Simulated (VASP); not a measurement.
# ZnS (R3m) in VASP: notebook, part 2 of 2

VASP 6.6.1. Earlier steps stand in the parts before.

## (3) Single point, PBEsol

This run uses another cell than the first one, of 19.22 Å³/atom.

The input, INCAR:

```
SYSTEM = ZnS
PREC = Accurate ; ENCUT = 520
EDIFF = 1E-7 ; ISMEAR = -1
SIGMA = 0.02 ; LREAL = .FALSE.
LASPH = .TRUE. ; NELM = 80
ALGO = Normal ; ISIF = 2
LWAVE = .FALSE. ; LCHARG = .TRUE.
GGA = PS ; LELF = .TRUE.
LVHAR = .TRUE. ; NBANDS = 36
```

The input, KPOINTS:

```
Automatic mesh
0
G
  8 8 8
  0 0 0
```

The input, POSCAR:

```
ZnS
1.0
    1.8919465454      1.0923158473      9.3001463749
   -1.8919465454      1.0923158473      9.3001463749
    0.0000000000     -2.1846316946      9.3001463749
Zn S
3 3
Direct
    0.9999841712      0.9999841712      0.9999841712
    0.2222936712      0.2222936712      0.2222936712
    0.4445698846      0.4445698846      0.4445698846
    0.0832623303      0.0832623303      0.0832623303
    0.5278227661      0.5278227661      0.5278227661
    0.3053931765      0.3053931765      0.3053931765
```

Potentials or basis: VASP PAW PBE potentials, release 64 (Zn, S).

On the command line:

```bash
> cat potpaw_PBE.64/Zn/POTCAR potpaw_PBE.64/S/POTCAR > POTCAR
> mpirun -np 1 vasp_std > vasp.out
```

OUTCAR:

```text
SYSTEM = ZnS
   PREC = Accurate
   ENCUT = 520
   EDIFF = 1E-7
   ISMEAR = -1
   LREAL = .FALSE.
   LASPH = .TRUE.
   NELM = 80
   ISIF = 2
   GGA = PS

 ion  position               nearest neighbor table
   1  1.000  1.000  1.000-   6 2.32   6 2.32   6 2.32   4 2.32
   2  0.222  0.222  0.222-   5 2.32   5 2.32   5 2.32   6 2.32
   3  0.445  0.445  0.445-   4 2.32   4 2.32   4 2.32   5 2.32
   4  0.083  0.083  0.083-   3 2.32   3 2.32   3 2.32   1 2.32
   5  0.528  0.528  0.528-   2 2.32   2 2.32   2 2.32   3 2.32
   6  0.305  0.305  0.305-   2 2.32   1 2.32   1 2.32   1 2.32

  LATTYP: Found a trigonal (rhomboedric) cell.
 ALAT       =     9.5532893935
 COS(alpha) =     0.9215592294

  Lattice vectors:

 A1 = (   1.8919465454,   1.0923158473,   9.3001463749)
 A2 = (  -1.8919465454,   1.0923158473,   9.3001463749)
 A3 = (   0.0000000000,  -2.1846316946,   9.3001463749)

Analysis of symmetry for initial positions (statically):
=====================================================================
 Subroutine PRICEL returns:
 Original cell was already a primitive cell.

 Routine SETGRP: Setting up the symmetry group for a
 trigonal (rhombohedral) supercell.

 Subroutine GETGRP returns: Found  6 space group operations
 (whereof  6 operations were pure point group operations)
 out of a pool of 12 trial point group operations.

The static configuration has the point symmetry C_3v.

Analysis of symmetry for dynamics (positions and initial velocities):
=====================================================================
 Subroutine PRICEL returns:
 Original cell was already a primitive cell.

 Routine SETGRP: Setting up the symmetry group for a
 trigonal (rhombohedral) supercell.

 Subroutine GETGRP returns: Found  6 space group operations
 (whereof  6 operations were pure point group operations)
 out of a pool of 12 trial point group operations.

The dynamic configuration has the point symmetry C_3v.

 Subroutine INISYM returns: Found  6 space group operations
 (whereof  6 operations are pure point group operations),
 and found     1 'primitive' translations

----------------------------------------------------------------------------------------

                                     Primitive cell

  volume of cell :     115.3183

  direct lattice vectors                    reciprocal lattice vectors
     1.891946545  1.092315847  9.300146375     0.264278080  0.152581020  0.035841730
    -1.891946545  1.092315847  9.300146375    -0.264278080  0.152581020  0.035841730
     0.000000000 -2.184631695  9.300146375     0.000000000 -0.305162041  0.035841730

  length of vectors
     9.553289393  9.553289393  9.553289393     0.307259664  0.307259664  0.307259664

  position of ions in fractional coordinates (direct lattice)
     0.999984171  0.999984171  0.999984171
     0.222293671  0.222293671  0.222293671
     0.444569885  0.444569885  0.444569885
     0.083262330  0.083262330  0.083262330
     0.527822766  0.527822766  0.527822766
     0.305393176  0.305393176  0.305393176

  ion indices of the primitive-cell ions
   primitive index   ion index
                 1           1
[... 29 lines left out ...]

 Found     65 irreducible k-points:

 Following reciprocal coordinates:
            Coordinates               Weight
  0.000000  0.000000  0.000000      1.000000
  0.125000  0.000000  0.000000      6.000000
  0.250000  0.000000  0.000000      6.000000
  0.375000  0.000000  0.000000      6.000000
  0.500000  0.000000  0.000000      3.000000
  0.125000  0.125000  0.000000      6.000000
[... 16 lines left out ...]
  0.250000  0.125000  0.125000      6.000000
  0.375000  0.125000  0.125000      6.000000
 [... further k-points ...]
   k-points           NKPTS =     65   k-points in BZ     NKDIM =     65   number of bands    NBANDS=     36
   number of dos      NEDOS =    301   number of ions     NIONS =      6
   total plane-waves  NPLWV = 373248
   dimension x,y,z NGX =    72 NGY =   72 NGZ =   72
   dimension x,y,z NGXF=   144 NGYF=  144 NGZF=  144
   ions per type =               3   3
   NGX,Y,Z   is equivalent  to a cutoff of  12.53, 12.53, 12.53 a.u.
   NGXF,Y,Z  is equivalent  to a cutoff of  25.06, 25.06, 25.06 a.u.
 SYSTEM =  ZnS
   PREC   = accura    normal or accurate (medium, high low for compatibility)
   ISTART =      0    job   : 0-new  1-cont  2-samecut
   ICHARG =      2    charge: 1-file 2-atom 10-const
   ISPIN  =      1    spin polarized calculation?
   LNONCOLLINEAR =      F non collinear calculations
   LSORBIT =      F    spin-orbit coupling
   LASPH  =      T    aspherical Exc in radial PAW
   ENCUT  =  520.0 eV  38.22 Ry    6.18 a.u.  17.76 17.76 17.76*2*pi/ulx,y,z
   NELM   =     80;   NELMIN=  2; NELMDL= -5     # of ELM steps
   EDIFF  = 0.1E-06   stopping-criterion for ELM
   LREAL  =      F    real-space projection
   EDIFFG = 0.1E-05   stopping-criterion for IOM
   NSW    =      0    number of steps for IOM
   IBRION =     -1    ionic relax: 0-MD 1-quasi-New 2-CG
   NFREE  =      0    steps in history (QN), initial steepest desc. (CG)
   ISIF   =      2    stress and relaxation
   ISYM   =      2    0-nonsym 1-usesym 2-fastsym
   POTIM  = 0.5000    time-step for ionic-motion
   TEBEG  =    0.0;   TEEND  =   0.0 temperature during run
   PSTRESS=    0.0 pullay stress
   NELECT =      54.0000    total number of electrons
   NUPDOWN=      -1.0000    fix difference up-down
   EMIN   =  10.00;   EMAX   =-10.00  energy-range for DOS
   EFERMI =   0.00;   METHOD = LEGACY
   ISMEAR =    -1;   SIGMA  =   0.02  broadening in eV -4-tet -1-fermi 0-gaus
   EFERMI_NEDOS =   21; number of points for ismear=-14 and -15
   IALGO  =     38    algorithm
   IMIX   =      4    mixing-type and parameters
     AMIX     =   0.40;   BMIX     =  1.00
     AMIX_MAG =   1.60;   BMIX_MAG =  1.00
  volume/ion in A,a.u.               =      19.22       129.70
  Fermi-wavevector in a.u.,A,eV,Ry     =   1.271277  2.402364 21.988975  1.616144
  Thomas-Fermi vector in A             =   2.404218
   LORBIT       =      0    0 simple, 1 ext, 2 COOP (PROOUT), +10 PAW based schemes
   GGA     = PS    functional components
   LHFCALC =     F    Hartree Fock is set to
   AEXX    =    0.0000 exact exchange contribution
   IVDW    =     0    specifies the selected vdW correction
   LEPSILON=     F    determine dielectric tensor
   LRPA    =     F    only Hartree local field effects (RPA)
 non-spin polarized calculation
  energy-cutoff  :      520.00
  volume of cell :      115.32
 maximum number of plane-waves:      3130
   NGX = 35   NGY = 35   NGZ = 35

 number of electron      53.9999975 magnetization

 Free energy of the ion-electron system (eV)
  ---------------------------------------------------
  ext. energy  EPLUGINS =         0.00000000
  ---------------------------------------------------
  free energy    TOTEN  =       -22.75640025 eV

  energy without entropy =      -22.75640025  energy(sigma->0) =      -22.75640025

 E-fermi :   2.6586     XC(G=0):  -9.9676

 val. band max:        2.2740851419   @ k =   0.0000   0.0000   0.0000
 cond. band min:       4.4122242930   @ k =   0.0000   0.0000   0.0000
 fundamental gap:      2.1381391512
 Fermi energy:         2.6586219720

 k-point     1 :       0.0000    0.0000    0.0000
  band No.  band energies     occupation
      1     -11.0866      2.00000
      2     -10.3817      2.00000
      3     -10.3720      2.00000
      4      -4.2128      2.00000
      5      -4.2027      2.00000
      6      -4.2027      2.00000
[... 925 lines left out ...]
     35       9.6439      0.00000
     36      10.0466      0.00000

 [... further k-points ...]

------------------------ aborting loop because EDIFF is reached ----------------------------------------

  FORCE on cell =-STRESS in cart. coord.  units (eV):
  Direction    XX          YY          ZZ          XY          YZ          ZX
  --------------------------------------------------------------------------------------
  -------------------------------------------------------------------------------------
  Total        0.1351072      0.1351072      0.1394335      0.0000000      0.0000000      0.0000000
  in kB        1.8771146      1.8771146      1.9372225      0.0000000      0.0000000      0.0000000
  external PRESSURE =       1.8971506 kB  Pullay stress =       0.0000000 kB

 VOLUME and BASIS-vectors are now :
 -----------------------------------------------------------------------------
  energy-cutoff  :      520.00
  volume of cell :      115.32
      direct lattice vectors                 reciprocal lattice vectors
     1.891946545  1.092315847  9.300146375     0.264278080  0.152581020  0.035841730
    -1.891946545  1.092315847  9.300146375    -0.264278080  0.152581020  0.035841730
     0.000000000 -2.184631695  9.300146375     0.000000000 -0.305162041  0.035841730

 POSITION                                       TOTAL-FORCE (eV/Angst)
 -----------------------------------------------------------------------------------
      0.00000      0.00000     27.90000         0.000000      0.000000     -0.000233
      0.00000      0.00000      6.20209         0.000000     -0.000000      0.000569
      0.00000      0.00000     12.40370         0.000000     -0.000000      0.000828
      0.00000      0.00000      2.32306         0.000000      0.000000     -0.000559
      0.00000      0.00000     14.72649         0.000000     -0.000000     -0.000321
      0.00000      0.00000      8.52060         0.000000      0.000000     -0.000284
 -----------------------------------------------------------------------------------
    total drift:                               -0.000000      0.000000      0.000208

  FREE ENERGIE OF THE ION-ELECTRON SYSTEM (eV)
  ---------------------------------------------------
  free  energy   TOTEN  =       -22.7564002465 eV

  energy  without entropy=      -22.7564002464  energy(sigma->0) =      -22.75640025
```

Run time: 24 min. Hardware: 1 thread of Intel Xeon Platinum 8488C (Sapphire Rapids), shared host; peak memory 0.78 GiB.

Results:

```
Free energy            : -22.7564 eV
Pressure               : 0.2 GPa
Band gap on the k mesh : 2.14 eV
```

Caveat: the PAW data sets were made with another functional, which shifts forces and pressure a little. A k mesh can miss the band edges.

## (4) Single point, PBE

This run uses another cell than the first one, of 19.57 Å³/atom.

The input, INCAR:

```
PREC = Accurate
ENCUT = 520
EDIFF = 1E-6
ISMEAR = -1
SIGMA = 0.02
LREAL = False
LASPH = True
NELM = 100
ALGO = Normal
ISIF = 2
LWAVE = False
LCHARG = True
GGA = PE
LELF = True
LVHAR = True
NBANDS = 36
```

The input, KPOINTS:

```
regular mesh
0
Gamma
  8 8 8
```

The input, POSCAR:

```
ZnS
1.0
    1.9034643333      1.0989656452      9.3548591394
   -1.9034643333      1.0989656452      9.3548591394
    0.0000000000     -2.1979312904      9.3548591394
Zn S
3 3
Direct
    0.9999752234      0.9999752234      0.9999752234
    0.2222749271      0.2222749271      0.2222749271
    0.4445585037      0.4445585037      0.4445585037
    0.0832701742      0.0832701742      0.0832701742
    0.5278391406      0.5278391406      0.5278391406
    0.3054080311      0.3054080311      0.3054080311
```

Potentials or basis: VASP PAW PBE potentials, release 64 (Zn, S).

On the command line:

```bash
> cat potpaw_PBE.64/Zn/POTCAR potpaw_PBE.64/S/POTCAR > POTCAR
> mpirun -np 1 vasp_std > vasp.out
```

OUTCAR:

```text
PREC = Accurate
   ENCUT = 520
   EDIFF = 1E-6
   ISMEAR = -1
   LREAL = False
   LASPH = True
   NELM = 100
   ISIF = 2
   GGA = PE

 ion  position               nearest neighbor table
   1  1.000  1.000  1.000-   6 2.33   6 2.33   6 2.33   4 2.34
   2  0.222  0.222  0.222-   5 2.33   5 2.33   5 2.33   6 2.33
   3  0.445  0.445  0.445-   4 2.33   4 2.33   4 2.33   5 2.34
   4  0.083  0.083  0.083-   3 2.33   3 2.33   3 2.33   1 2.34
   5  0.528  0.528  0.528-   2 2.33   2 2.33   2 2.33   3 2.34
   6  0.305  0.305  0.305-   2 2.33   1 2.33   1 2.33   1 2.33

  LATTYP: Found a trigonal (rhomboedric) cell.
 ALAT       =     9.6095937206
 COS(alpha) =     0.9215289563

  Lattice vectors:

 A1 = (   1.9034643333,   1.0989656452,   9.3548591394)
 A2 = (  -1.9034643333,   1.0989656452,   9.3548591394)
 A3 = (   0.0000000000,  -2.1979312904,   9.3548591394)

Analysis of symmetry for initial positions (statically):
=====================================================================
 Subroutine PRICEL returns:
 Original cell was already a primitive cell.

 Routine SETGRP: Setting up the symmetry group for a
 trigonal (rhombohedral) supercell.

[... 177 lines left out ...]
 fundamental gap:      2.1961302471
 Fermi energy:         2.6010333729

 k-point     1 :       0.0000    0.0000    0.0000
  band No.  band energies     occupation
      1     -11.0196      2.00000
      2     -10.3500      2.00000
      3     -10.3410      2.00000
      4      -4.1807      2.00000
      5      -4.1722      2.00000
      6      -4.1722      2.00000
[... 925 lines left out ...]
     35       9.6677      0.00000
     36      10.0402      0.00000

 [... further k-points ...]

------------------------ aborting loop because EDIFF is reached ----------------------------------------

  FORCE on cell =-STRESS in cart. coord.  units (eV):
  Direction    XX          YY          ZZ          XY          YZ          ZX
  --------------------------------------------------------------------------------------
  -------------------------------------------------------------------------------------
  Total        1.7816120      1.7816120      1.7895584      0.0000000      0.0000000     -0.0000000
  in kB       24.3111980     24.3111980     24.4196312      0.0000000      0.0000000     -0.0000000
  external PRESSURE =      24.3473424 kB  Pullay stress =       0.0000000 kB

 VOLUME and BASIS-vectors are now :
 -----------------------------------------------------------------------------
  energy-cutoff  :      520.00
  volume of cell :      117.41
      direct lattice vectors                 reciprocal lattice vectors
     1.903464333  1.098965645  9.354859139     0.262678943  0.151657759  0.035632106
    -1.903464333  1.098965645  9.354859139    -0.262678943  0.151657759  0.035632106
     0.000000000 -2.197931290  9.354859139     0.000000000 -0.303315517  0.035632106

 POSITION                                       TOTAL-FORCE (eV/Angst)
 -----------------------------------------------------------------------------------
      0.00000      0.00000     28.06388         0.000000     -0.000000      0.001884
      0.00000      0.00000      6.23805         0.000000     -0.000000      0.003933
      0.00000      0.00000     12.47635         0.000000     -0.000000      0.003459
      0.00000      0.00000      2.33694         0.000000      0.000000     -0.001955
      0.00000      0.00000     14.81358         0.000000     -0.000000     -0.004129
      0.00000      0.00000      8.57115         0.000000      0.000000     -0.003192
 -----------------------------------------------------------------------------------
    total drift:                               -0.000000     -0.000000      0.000182

  FREE ENERGIE OF THE ION-ELECTRON SYSTEM (eV)
  ---------------------------------------------------
  free  energy   TOTEN  =       -20.5172739294 eV

  energy  without entropy=      -20.5172739294  energy(sigma->0) =      -20.51727393
```

It took 21 min on 1 thread of Intel Xeon Platinum 8488C (Sapphire Rapids), shared host; peak memory 0.78 GiB.

Results:

- Free energy: -20.5173 eV
- Pressure: 2.4 GPa
- Largest force: 0.004 eV/Å
- Band gap on the k mesh: 2.20 eV

Forces on the atoms (eV/Å):
```
Zn   0.000  0.000  0.002
Zn   0.000  0.000  0.004
Zn   0.000  0.000  0.003
S    0.000  0.000 -0.002
S    0.000  0.000 -0.004
S    0.000  0.000 -0.003
```

Levels at points of the mesh, in eV from the valence-band top:
```
           k point  band 24  band 25  band 26  band 27  band 28  band 29  band 30  band 31
(0.00, 0.00, 0.00)    -0.68    -0.06     0.00     0.00     2.20     3.33     3.48     6.33
(0.50, 0.00, 0.00)    -1.95    -1.94    -1.30    -0.89     3.34     3.90     4.06     4.88
(0.50, 0.50, 0.00)    -1.88    -1.28    -1.27    -1.27     3.34     3.65     4.28     4.95
(0.50, 0.50, 0.50)    -0.25    -0.25    -0.24    -0.24     3.18     3.30     3.44     6.27
```

A k mesh can miss the band edges.

## (5) The runs side by side

```csv
level,potentials or basis,cell,gap on the mesh (eV),pressure (GPa)
LDA,"VASP PAW LDA potentials, release 64 (Zn, S)","a = 9.451 Å, angles 22.8°, 6 atoms, atomic positions A",2.20,0.2
PBEsol,"VASP PAW PBE potentials, release 64 (Zn, S)","a = 9.553 Å, angles 22.8°, 6 atoms, atomic positions B",2.14,0.2
PBE,"VASP PAW PBE potentials, release 64 (Zn, S)","a = 9.610 Å, angles 22.8°, 6 atoms, atomic positions C",2.20,2.4
```

Alike in all rows: task single point; no spin polarisation; k mesh 8 × 8 × 8; cutoff (eV) 520; smearing fermi-dirac 0.02 eV.

Caveats: the PAW data sets were made with another functional, which shifts forces and pressure a little (at least some runs).

Total energies depend on the potentials used, so only differences within one code and one set of settings carry meaning.
